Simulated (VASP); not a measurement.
Crystal: GaN.

```xyz
4
Lattice="3.1831 0.0000 0.0000 -1.5916 2.7567 0.0000 0.0000 0.0000 5.1836" Properties=species:S:1:pos:R:3 pbc="T T T"
Ga    1.5916    0.9189    2.5872
Ga    0.0000    1.8378    5.1790
N     1.5916    0.9189    4.5403
N     0.0000    1.8378    1.9485
```

Base run:

- Program: VASP 6.6.1
- Functional: PBE
- Potentials or basis: VASP PAW PBE potentials, release 64 (Ga_d, N)
- Cutoff: 520 eV
- k mesh: 6 × 6 × 4
- Occupations: gaussian, width 0.01 eV
- Spin: no spin polarisation

Its results: band gap on the k mesh 1.94 eV, direct; pressure 6.3 GPa; largest force 0.004 eV/Å.

Q: The run is repeated on the same cell with these changes: functional from PBE to r2SCAN. What comes out?

A: Band gap on the k mesh 2.34 eV, direct; pressure 1.1 GPa; largest force 0.005 eV/Å.

r2SCAN gives the wider gap, since meta-GGAs in the generalised Kohn-Sham scheme recover part of the derivative discontinuity.

Caveats: the PAW data sets were made with another functional, which shifts forces and pressure a little (some runs).

